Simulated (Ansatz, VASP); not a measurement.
# Hf: VASP beside Ansatz

The input INCAR:

```
SYSTEM = Hf
PREC     = Accurate       ! precision mode
ENCUT    = 520            ! plane-wave cutoff, eV
EDIFF    = 1E-6           ! SCF threshold, eV
ISMEAR   = 0              ! smearing method
SIGMA    = 0.15           ! smearing width, eV
LREAL    = .False.        ! projectors in reciprocal space
LASPH    = .True.         ! aspherical terms in the spheres
NELM     = 60             ! most SCF steps
ALGO     = Fast           ! electronic algorithm
ISIF     = 2              ! what is computed and relaxed
LWAVE    = .False.        ! write WAVECAR
LCHARG   = .False.        ! write CHGCAR
GGA      = PS             ! functional
NBANDS   = 11             ! bands
```

KPOINTS

```
regular mesh
0
Gamma
  18 18 18
  0 0 0
```

The input POSCAR:

```
Hf
1.0
   -1.8050000000      1.8456125000      1.8456125000
    1.8050000000     -1.7643875000      1.7643875000
    1.8050000000      1.7643875000     -1.7643875000
Hf
1
Direct
    0.0000000000      0.0000000000      0.0000000000
```

Input for Ansatz:

```yaml
crystal:
  lattice:
    - [-1.805, 1.8456125, 1.8456125]
    - [1.805, -1.7643875, 1.7643875]
    - [1.805, 1.7643875, -1.7643875]
  atoms:
    - { symbol: Hf, position: [0.0, 0.0, 0.0] }
basis:
  ecutwfc: 420
kpoints:
  mp_grid: { grid: [18, 18, 18] }
hamiltonian:
  xc: pbesol
scf:
  occupations: { method: gaussian, width: 0.15 }
output:
  forces: true
  stress: true
  eigenvalues: true
```

Change from the starting cell: strain +0.0450 x Voigt [0, 0, 0, 1, 0, 0], atoms carried along.

Alike in both runs: task single point; functional PBEsol; k mesh 18 × 18 × 18; occupations gaussian, width 0.15 eV; no spin polarisation.

```csv
,VASP,Ansatz
version,VASP 6.6.1,Ansatz 0.2.0
potentials or method,"VASP PAW PBE potentials, release 64 (Hf_pv), cutoff 520 eV","scalar-relativistic, plane waves, PAW"
valence electrons in the cell,10,26
```

Ansatz gave:

- gap on the k mesh at the Fermi level (eV): none
- pressure (GPa): -8.9
- traceless stress, the component that is largest in VASP (GPa): -1.96

Q: Which values does VASP return?

A: gap on the k mesh at the Fermi level (eV): none; pressure (GPa): -9.2; traceless stress, the component that is largest in VASP (GPa): -1.94.

VASP's potentials were made for PBE, not for PBEsol. A gap of «none» marks a metal or a gap that the smearing closes. With one functional, cell and mesh, what is left measures potentials, basis and numerics. VASP's potentials hold 10 valence electrons a cell and Ansatz's 26, so a difference there can come from the potentials and not from the codes.

Neither program's run includes spin-orbit coupling.
